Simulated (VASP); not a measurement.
# C3N (Pm-3m) in VASP: a series of runs

The runs below take C3N through single point, relaxation of cell and atoms, with PBE.

All numbers are computed with VASP 6.6.1; they aren't measurements. Logs are shortened: lines on timing, memory, paths and dates and some standing lists are left out, and cuts for length are marked.

## Step 1: The cell of the first run

It takes space group Pm-3m (No. 221, cubic). The conventional cell has a = 3.115 Å, b = 3.115 Å, c = 3.115 Å, α = 90.00°, β = 90.00°, γ = 90.00°. Within 2.9 Å of C (site symmetry 4/mmm) lie 8 C at 2.20 Å and 4 N at 2.20 Å. N (site symmetry m-3m) has 12 C at 2.20 Å within 2.9 Å.

The cell was built from a structure type or drawn by symmetry, and may not be a known phase.

## Step 2: Single point, PBE

The input, INCAR:

```
ALGO     = Normal         # electronic algorithm
EDIFF    = 1E-6           # SCF threshold, eV
ENCUT    = 520            # plane-wave cutoff, eV
GGA      = PE             # functional
ISIF     = 2              # what is computed and relaxed
ISMEAR   = 0              # smearing method
LASPH    = True           # aspherical terms in the spheres
LCHARG   = False          # write CHGCAR
LREAL    = False          # projectors in reciprocal space
LWAVE    = False          # write WAVECAR
NBANDS   = 16             # bands
NELM     = 100            # most SCF steps
PREC     = Accurate       # precision mode
SIGMA    = 0.1            # smearing width, eV
```

The input, KPOINTS:

```
k-points
0
Gamma
  6 6 6
```

The input, POSCAR:

```
C3N
1.0
    3.1149454231      0.0000000000      0.0000000000
    0.0000000000      3.1149454231      0.0000000000
    0.0000000000      0.0000000000      3.1149454231
C N
3 1
Direct
    0.0000000000      0.5000000000      0.5000000000
    0.5000000000      0.0000000000      0.5000000000
    0.5000000000      0.5000000000      0.0000000000
    0.0000000000      0.0000000000      0.0000000000
```

Potentials or basis: VASP PAW PBE potentials, release 64 (C, N).

Launch:

```console
cat potpaw_PBE.64/C/POTCAR potpaw_PBE.64/N/POTCAR > POTCAR
mpirun -np 1 vasp_std > vasp.out
```

OUTCAR:

```text
EDIFF = 1E-6
   ENCUT = 520
   GGA = PE
   ISIF = 2
   ISMEAR = 0
   LASPH = True
   LREAL = False
   NELM = 100
   PREC = Accurate

 ion  position               nearest neighbor table
   1  0.000  0.500  0.500-
   2  0.500  0.000  0.500-
   3  0.500  0.500  0.000-
   4  0.000  0.000  0.000-

  LATTYP: Found a simple cubic cell.
 ALAT       =     3.1149454231

  Lattice vectors:

 A1 = (   3.1149454231,   0.0000000000,   0.0000000000)
 A2 = (   0.0000000000,   3.1149454231,   0.0000000000)
 A3 = (   0.0000000000,   0.0000000000,   3.1149454231)

Analysis of symmetry for initial positions (statically):
=====================================================================
 Subroutine PRICEL returns:
 Original cell was already a primitive cell.

 Routine SETGRP: Setting up the symmetry group for a
 simple cubic supercell.

 Subroutine GETGRP returns: Found 48 space group operations
 (whereof 48 operations were pure point group operations)
 out of a pool of 48 trial point group operations.

The static configuration has the point symmetry O_h .

Analysis of symmetry for dynamics (positions and initial velocities):
=====================================================================
 Subroutine PRICEL returns:
 Original cell was already a primitive cell.

 Routine SETGRP: Setting up the symmetry group for a
 simple cubic supercell.

 Subroutine GETGRP returns: Found 48 space group operations
 (whereof 48 operations were pure point group operations)
 out of a pool of 48 trial point group operations.

The dynamic configuration has the point symmetry O_h .

 Subroutine INISYM returns: Found 48 space group operations
 (whereof 48 operations are pure point group operations),
 and found     1 'primitive' translations

----------------------------------------------------------------------------------------

                                     Primitive cell

  volume of cell :      30.2240

  direct lattice vectors                    reciprocal lattice vectors
     3.114945423  0.000000000  0.000000000     0.321032912  0.000000000  0.000000000
     0.000000000  3.114945423  0.000000000     0.000000000  0.321032912  0.000000000
     0.000000000  0.000000000  3.114945423     0.000000000  0.000000000  0.321032912

  length of vectors
     3.114945423  3.114945423  3.114945423     0.321032912  0.321032912  0.321032912

  position of ions in fractional coordinates (direct lattice)
     0.000000000  0.500000000  0.500000000
     0.500000000  0.000000000  0.500000000
     0.500000000  0.500000000  0.000000000
     0.000000000  0.000000000  0.000000000

  ion indices of the primitive-cell ions
   primitive index   ion index
                 1           1
                 2           2
                 3           3
                 4           4

----------------------------------------------------------------------------------------

 KPOINTS: k-points

Automatic generation of k-mesh.
 Grid dimensions read from file:
 generate k-points for:    6    6    6

 Generating k-lattice:

  Cartesian coordinates                     Fractional coordinates (reciprocal lattice)
     0.053505485  0.000000000  0.000000000     0.166666667  0.000000000  0.000000000
     0.000000000  0.053505485  0.000000000     0.000000000  0.166666667  0.000000000
     0.000000000  0.000000000  0.053505485     0.000000000  0.000000000  0.166666667

  Length of vectors
     0.053505485  0.053505485  0.053505485

  Shift w.r.t. Gamma in fractional coordinates (k-lattice)
     0.000000000  0.000000000  0.000000000

 Subroutine IBZKPT returns following result:
 ===========================================

 Found     20 irreducible k-points:

 Following reciprocal coordinates:
            Coordinates               Weight
  0.000000  0.000000  0.000000      1.000000
  0.166667  0.000000  0.000000      6.000000
  0.333333  0.000000  0.000000      6.000000
  0.500000  0.000000  0.000000      3.000000
  0.166667  0.166667  0.000000     12.000000
  0.333333  0.166667  0.000000     24.000000
[... 12 lines left out ...]
  0.500000  0.500000  0.333333      6.000000
  0.500000  0.500000  0.500000      1.000000
   k-points           NKPTS =     20   k-points in BZ     NKDIM =     20   number of bands    NBANDS=     16
   number of dos      NEDOS =    301   number of ions     NIONS =      4
   total plane-waves  NPLWV =  13824
   dimension x,y,z NGX =    24 NGY =   24 NGZ =   24
   dimension x,y,z NGXF=    48 NGYF=   48 NGZF=   48
   ions per type =               3   1
   NGX,Y,Z   is equivalent  to a cutoff of  12.81, 12.81, 12.81 a.u.
   NGXF,Y,Z  is equivalent  to a cutoff of  25.62, 25.62, 25.62 a.u.
 SYSTEM =  unknown system
   PREC   = accura    normal or accurate (medium, high low for compatibility)
   ISTART =      0    job   : 0-new  1-cont  2-samecut
   ICHARG =      2    charge: 1-file 2-atom 10-const
   ISPIN  =      1    spin polarized calculation?
   LNONCOLLINEAR =      F non collinear calculations
   LSORBIT =      F    spin-orbit coupling
   LASPH  =      T    aspherical Exc in radial PAW
   ENCUT  =  520.0 eV  38.22 Ry    6.18 a.u.   5.79  5.79  5.79*2*pi/ulx,y,z
   NELM   =    100;   NELMIN=  2; NELMDL= -5     # of ELM steps
   EDIFF  = 0.1E-05   stopping-criterion for ELM
   LREAL  =      F    real-space projection
   EDIFFG = 0.1E-04   stopping-criterion for IOM
   NSW    =      0    number of steps for IOM
   IBRION =     -1    ionic relax: 0-MD 1-quasi-New 2-CG
   NFREE  =      0    steps in history (QN), initial steepest desc. (CG)
   ISIF   =      2    stress and relaxation
   ISYM   =      2    0-nonsym 1-usesym 2-fastsym
   POTIM  = 0.5000    time-step for ionic-motion
   TEBEG  =    0.0;   TEEND  =   0.0 temperature during run
   PSTRESS=    0.0 pullay stress
   NELECT =      17.0000    total number of electrons
   NUPDOWN=      -1.0000    fix difference up-down
   EMIN   =  10.00;   EMAX   =-10.00  energy-range for DOS
   EFERMI =   0.00;   METHOD = LEGACY
   ISMEAR =     0;   SIGMA  =   0.10  broadening in eV -4-tet -1-fermi 0-gaus
   EFERMI_NEDOS =   21; number of points for ismear=-14 and -15
   IALGO  =     38    algorithm
   IMIX   =      4    mixing-type and parameters
     AMIX     =   0.40;   BMIX     =  1.00
     AMIX_MAG =   1.60;   BMIX_MAG =  1.00
  volume/ion in A,a.u.               =       7.56        50.99
  Fermi-wavevector in a.u.,A,eV,Ry     =   1.351369  2.553718 24.846943  1.826199
  Thomas-Fermi vector in A             =   2.478797
   LORBIT       =      0    0 simple, 1 ext, 2 COOP (PROOUT), +10 PAW based schemes
   GGA     = PE    functional components
   LHFCALC =     F    Hartree Fock is set to
   AEXX    =    0.0000 exact exchange contribution
   IVDW    =     0    specifies the selected vdW correction
   LEPSILON=     F    determine dielectric tensor
   LRPA    =     F    only Hartree local field effects (RPA)
 non-spin polarized calculation
 Gauss-broadening in eV      SIGMA  =   0.10
  energy-cutoff  :      520.00
  volume of cell :       30.22
 maximum number of plane-waves:       840
 NGX is ok and might be reduce to    24
   NGX = 11   NGY = 11   NGZ = 11

 number of electron      17.0000000 magnetization

 Free energy of the ion-electron system (eV)
  ---------------------------------------------------
  ext. energy  EPLUGINS =         0.00000000
  ---------------------------------------------------
  free energy    TOTEN  =       -17.93913059 eV

  energy without entropy =      -17.91571236  energy(sigma->0) =      -17.92742148

 E-fermi :   6.7244     XC(G=0): -12.5415

 val. band max:        6.7205574167   @ k =   0.1667   0.1667   0.1667
 cond. band min:       6.8032224742   @ k =   0.3333   0.3333   0.1667
 fundamental gap:      0.0826650575
 Fermi energy:         6.7243967716

 k-point     1 :       0.0000    0.0000    0.0000
  band No.  band energies     occupation
      1     -12.2091      2.00000
      2      -2.7778      2.00000
      3       0.1953      2.00000
      4       0.1953      2.00000
      5       0.1953      2.00000
      6       1.3368      2.00000
[... 8 lines left out ...]
     15      13.7065      0.00000
     16      13.7065      0.00000

 k-point     2 :       0.1667    0.0000    0.0000
  band No.  band energies     occupation
      1     -11.8719      2.00000
      2      -4.0458      2.00000
      3      -0.9192      2.00000
      4       0.5432      2.00000
      5       0.5432      2.00000
      6       1.5290      2.00000
[... 8 lines left out ...]
     15      13.2425      0.00000
     16      13.2753      0.00000

 k-point     3 :       0.3333    0.0000    0.0000
  band No.  band energies     occupation
      1     -10.8984      2.00000
      2      -6.5439      2.00000
      3      -0.8682      2.00000
      4       1.5598      2.00000
      5       1.5598      2.00000
      6       1.9963      2.00000
[... 8 lines left out ...]
     15      12.1756      0.00000
     16      12.1756      0.00000

 k-point     4 :       0.5000    0.0000    0.0000
  band No.  band energies     occupation
      1      -9.8546      2.00000
      2      -8.1724      2.00000
      3      -0.7181      2.00000
      4       2.2984      2.00000
      5       2.8681      2.00000
      6       2.8681      2.00000
[... 8 lines left out ...]
     15      11.3650      0.00000
     16      11.3650      0.00000

 k-point     5 :       0.1667    0.1667    0.0000
  band No.  band energies     occupation
      1     -11.5370      2.00000
      2      -4.2873      2.00000
      3      -2.4133      2.00000
      4       0.2741      2.00000
      5       0.8884      2.00000
      6       3.6723      2.00000
[... 8 lines left out ...]
     15      12.7036      0.00000
     16      13.6414      0.00000

 k-point     6 :       0.3333    0.1667    0.0000
  band No.  band energies     occupation
      1     -10.5739      2.00000
      2      -6.2595      2.00000
      3      -2.3941      2.00000
      4       0.3580      2.00000
      5       1.8955      2.00000
      6       3.4109      2.00000
[... 8 lines left out ...]
     15      11.4681      0.00000
     16      13.0753      0.00000
[... 191 lines left out ...]
 k-point    17 :       0.3333    0.3333    0.3333
  band No.  band energies     occupation
      1      -8.5148      2.00000
      2      -5.1032      2.00000
      3      -3.0457      2.00000
      4      -3.0457      2.00000
      5       0.2552      2.00000
      6       0.9598      2.00000
[... 8 lines left out ...]
     15      12.7817      0.00000
     16      12.7817      0.00000

 k-point    18 :       0.5000    0.3333    0.3333
  band No.  band energies     occupation
      1      -7.7987      2.00000
      2      -5.3844      2.00000
      3      -3.3681      2.00000
      4      -1.8065      2.00000
      5      -0.8481      2.00000
      6      -0.7854      2.00000
[... 8 lines left out ...]
     15      12.3305      0.00000
     16      12.4388      0.00000

 k-point    19 :       0.5000    0.5000    0.3333
  band No.  band energies     occupation
      1      -7.2940      2.00000
      2      -3.6986      2.00000
      3      -3.6986      2.00000
      4      -3.6923      2.00000
      5      -0.5745      2.00000
      6       0.3535      2.00000
[... 8 lines left out ...]
     15      12.7680      0.00000
     16      12.8468      0.00000

 k-point    20 :       0.5000    0.5000    0.5000
  band No.  band energies     occupation
      1      -6.9153      2.00000
      2      -2.4089      2.00000
      3      -2.4089      2.00000
      4      -2.4089      2.00000
      5      -1.5316      2.00000
      6      -1.5316      2.00000
[... 8 lines left out ...]
     15      12.8895      0.00000
     16      12.8895      0.00000

------------------------ aborting loop because EDIFF is reached ----------------------------------------

  FORCE on cell =-STRESS in cart. coord.  units (eV):
  Direction    XX          YY          ZZ          XY          YZ          ZX
  --------------------------------------------------------------------------------------
  -------------------------------------------------------------------------------------
  Total        0.0087668      0.0087668      0.0087668      0.0000000      0.0000000     -0.0000000
  in kB        0.4647301      0.4647301      0.4647301      0.0000000      0.0000000     -0.0000000
  external PRESSURE =       0.4647301 kB  Pullay stress =       0.0000000 kB

 VOLUME and BASIS-vectors are now :
 -----------------------------------------------------------------------------
  energy-cutoff  :      520.00
  volume of cell :       30.22
      direct lattice vectors                 reciprocal lattice vectors
     3.114945423  0.000000000  0.000000000     0.321032912  0.000000000  0.000000000
     0.000000000  3.114945423  0.000000000     0.000000000  0.321032912  0.000000000
     0.000000000  0.000000000  3.114945423     0.000000000  0.000000000  0.321032912

 POSITION                                       TOTAL-FORCE (eV/Angst)
 -----------------------------------------------------------------------------------
      0.00000      1.55747      1.55747         0.000000      0.000000      0.000000
      1.55747      0.00000      1.55747         0.000000      0.000000      0.000000
      1.55747      1.55747      0.00000         0.000000      0.000000      0.000000
      0.00000      0.00000      0.00000         0.000000      0.000000      0.000000
 -----------------------------------------------------------------------------------
    total drift:                                0.000000     -0.000000     -0.000000

  FREE ENERGIE OF THE ION-ELECTRON SYSTEM (eV)
  ---------------------------------------------------
  free  energy   TOTEN  =       -17.9391305883 eV

  energy  without entropy=      -17.9157123649  energy(sigma->0) =      -17.92742148
```

Run time: 3.4 s. Hardware: 1 thread of AMD EPYC 9R45 (Zen 5), shared host; peak memory 0.1 GiB.

What came out:

| Property | Result |
| --- | --- |
| Free energy | -17.9391 eV |
| Pressure | 0.0 GPa |
| Band gap on the k mesh | zero (an odd number of electrons rules out a gap without spin polarisation) |

Levels at points of the mesh, in eV from the Fermi level:
```tsv
k point	band 4	band 5	band 6	band 7	band 8	band 9	band 10	band 11	band 12	band 13
(0.00, 0.00, 0.00)	-6.53	-6.53	-5.39	-5.39	0.96	0.96	0.96	2.38	2.38	2.38
(0.50, 0.00, 0.00)	-4.43	-3.86	-3.86	-3.12	-3.12	-1.25	-0.10	3.25	3.29	3.29
(0.50, 0.50, 0.00)	-11.77	-2.49	-1.90	-1.08	-1.08	-0.39	-0.24	-0.10	-0.10	4.44
(0.50, 0.50, 0.50)	-9.13	-8.26	-8.26	-8.26	-8.18	3.86	3.86	3.86	6.09	6.09
```

## Step 3: Single point, PBE, collinear spin, ferromagnetic start

This run uses another cell than the first one, of 7.47 Å³/atom.

The input, INCAR:

```
PREC = Accurate
ENCUT = 520
EDIFF = 1E-7
ISMEAR = 0
SIGMA = 0.1
LREAL = False
LASPH = True
NELM = 150
ALGO = Normal
ISIF = 2
LWAVE = False
LCHARG = False
ISPIN = 2
MAGMOM = 1 1 1 1
LORBIT = 11
GGA = PE
NBANDS = 20
```

The input, KPOINTS:

```
regular mesh
0
Gamma
  4 4 4
```

The input, POSCAR:

```
C3N
1.0
    3.1027518284      0.0000000000      0.0000000000
    0.0000000000      3.1027518284      0.0000000000
    0.0000000000      0.0000000000      3.1027518284
C N
3 1
Direct
    0.0000000000      0.5000000000      0.5000000000
    0.5000000000      0.0000000000      0.5000000000
    0.5000000000      0.5000000000      0.0000000000
    0.0000000000      0.0000000000      0.0000000000
```

Potentials or basis: VASP PAW PBE potentials, release 64 (C, N).

Launch:

```console
cat potpaw_PBE.64/C/POTCAR potpaw_PBE.64/N/POTCAR > POTCAR
mpirun -np 1 vasp_std > vasp.out
```

Wall time 5.9 s (1 thread of AMD EPYC 9R45 (Zen 5), shared host); peak memory 0.11 GiB.

The run converged. Its results:

* Free energy: -18.0756 eV
* Pressure: 0.0 GPa
* Net moment: 0.00 μB per cell
* Valence electrons inside the program's atomic spheres: C 2.03; N 3.39

Levels at points of the mesh, in eV from the Fermi level:
Spin up:
| k point | band 6 | band 7 | band 8 | band 9 | band 10 | band 11 |
| --- | --- | --- | --- | --- | --- | --- |
| (0.00, 0.00, 0.00) | -5.27 | -5.27 | 1.07 | 1.07 | 1.07 | 2.48 |
| (0.50, 0.00, 0.00) | -3.85 | -3.06 | -3.06 | -1.18 | -0.05 | 3.41 |
| (0.50, 0.50, 0.00) | -1.87 | -0.97 | -0.97 | -0.22 | -0.11 | -0.03 |
| (0.50, 0.50, 0.50) | -8.30 | -8.30 | -8.11 | 3.99 | 3.99 | 3.99 |
Spin down:
| k point | band 4 | band 5 | band 6 | band 7 | band 8 | band 9 | band 10 | band 11 | band 12 | band 13 |
| --- | --- | --- | --- | --- | --- | --- | --- | --- | --- | --- |
| (0.00, 0.00, 0.00) | -6.53 | -6.53 | -5.27 | -5.27 | 1.07 | 1.07 | 1.07 | 2.48 | 2.48 | 2.48 |
| (0.50, 0.00, 0.00) | -4.27 | -3.85 | -3.85 | -3.06 | -3.06 | -1.18 | -0.05 | 3.41 | 3.41 | 3.44 |
| (0.50, 0.50, 0.00) | -11.73 | -2.41 | -1.87 | -0.97 | -0.97 | -0.22 | -0.11 | -0.03 | -0.03 | 4.58 |
| (0.50, 0.50, 0.50) | -9.05 | -8.30 | -8.30 | -8.30 | -8.11 | 3.99 | 3.99 | 3.99 | 6.30 | 6.30 |

Caveat: the k points lie up to 0.51 Å⁻¹ apart.

## Step 4: Relaxation of cell and atoms, PBE

This run uses another cell than the first one, of 7.47 Å³/atom.

The input, INCAR:

```
ALGO     = Normal         # electronic algorithm
EDIFF    = 1E-7           # SCF threshold, eV
EDIFFG   = -0.04          # ionic threshold
ENCUT    = 600            # plane-wave cutoff, eV
GGA      = PE             # functional
IBRION   = 2              # ionic algorithm
ISIF     = 3              # what is computed and relaxed
ISMEAR   = 0              # smearing method
LASPH    = T              # aspherical terms in the spheres
LCHARG   = F              # write CHGCAR
LREAL    = F              # projectors in reciprocal space
LWAVE    = F              # write WAVECAR
NELM     = 60             # most SCF steps
NSW      = 90             # ionic steps
PREC     = Accurate       # precision mode
SIGMA    = 0.1            # smearing width, eV
```

The input, KPOINTS:

```
k-points
0
Gamma
  6 6 6
```

POSCAR is that of step 3.

Launch:

```console
cat potpaw_PBE.64/C/POTCAR potpaw_PBE.64/N/POTCAR > POTCAR
mpirun -np 1 vasp_std > vasp.out
```

Wall time 8.3 s (1 thread of AMD EPYC 9R45 (Zen 5), shared host); peak memory 0.12 GiB.

Results (log left out):

```
Free energy                           : -17.9407 eV
Relaxed volume                        : 7.54 Å³/atom
Relaxed cell                          : a = 3.112 Å, b = 3.112 Å, c = 3.112 Å, α = 90.00°, β = 90.00°, γ = 90.00°
Space group after relaxing (to 0.1 Å) : Pm-3m (No. 221)
Energy gained by relaxing             : 0.3 meV/atom
Ionic steps                           : 2
Pressure after relaxing               : 0.2 GPa
```

Step by step:
```tsv
step	energy change (eV)	largest force (eV/Å)	pressure (GPa)	volume (Å³)
1	0.0000	0.0000	1.37	29.87
2	-0.0014	0.0000	0.21	30.15
```

Final structure:
```
C N
1.0
     3.11228    0.00000    0.00000
     0.00000    3.11228    0.00000
     0.00000    0.00000    3.11228
C N
3 1
Direct
  0.00000 0.50000 0.50000
  0.50000 0.00000 0.50000
  0.50000 0.50000 0.00000
  0.00000 0.00000 0.00000
```

Levels at points of the mesh, in eV from the Fermi level:
```
           k point  band 6  band 7  band 8  band 9  band 10  band 11
(0.00, 0.00, 0.00)   -5.38   -5.38    0.96    0.96     0.96     2.38
(0.50, 0.00, 0.00)   -3.87   -3.14   -3.14   -1.26    -0.11     3.27
(0.50, 0.50, 0.00)   -1.91   -1.08   -1.08   -0.38    -0.25    -0.10
(0.50, 0.50, 0.50)   -8.28   -8.28   -8.20    3.87     3.87     3.87
```

Caveat: the highest band is partly filled, so the run has too few bands.

(Part 1 of 2 ends here.)
